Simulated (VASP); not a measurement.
Write the native input for VASP 6.6.1 that does the following.

```
Task                   : single point
Functional             : LDA
Potentials or basis    : VASP PAW LDA potentials, release 64 (Bi_d)
Cutoff                 : 520 eV
k mesh                 : 11 × 11 × 11
Occupations            : fermi-dirac, width 0.03 eV
Spin                   : no spin polarisation
Dipole correction      : no
Further INCAR settings : ALGO = Normal; EDIFF = 1e-07; NBANDS = 22
```

The structure of Bi lies in POSCAR:

```
Bi
1.0
    2.2805512278      1.3166768653      3.9671363091
   -2.2805512278      1.3166768653      3.9671363091
    0.0000000000     -2.6333537305      3.9671363091
Bi
2
Direct
    0.2338900000      0.2338900000      0.2338900000
    0.7661100000      0.7661100000      0.7661100000
```

This cell differs from its parent crystal: volume scaled by 1.01.

One way to write it, as run:

INCAR

```
SYSTEM = Bi
ALGO = Normal ; EDIFF = 1E-7
ENCUT = 520 ; ISIF = 2
ISMEAR = -1 ; LASPH = .TRUE.
LCHARG = .TRUE. ; LELF = .TRUE.
LREAL = .FALSE. ; LVHAR = .TRUE.
LWAVE = .FALSE. ; NBANDS = 22
NELM = 60 ; PREC = Accurate
SIGMA = 0.03
```

KPOINTS

```
k-points
0
G
  11 11 11
  0 0 0
```

Potentials or basis: VASP PAW LDA potentials, release 64 (Bi_d).

Launch:

```console
$ cat potpaw_LDA.64/Bi_d/POTCAR > POTCAR
$ mpirun -np 1 vasp_std > vasp.out
```

It gave:

```json
{
  "Pressure": "-2.2 GPa",
  "Largest force": "0.017 eV/Å",
  "Band gap on the k mesh": "zero (band 15 reaches 5.86 eV, above the bottom of band 16 at 5.80 eV)"
}
```

Caveat: spin-orbit coupling is left out, which moves the levels of the heavy elements.

Run time: 94 s on 1 thread of AMD EPYC 9R45 96-Core Processor (Zen 5), on a shared host, peak memory 0.27 GiB.
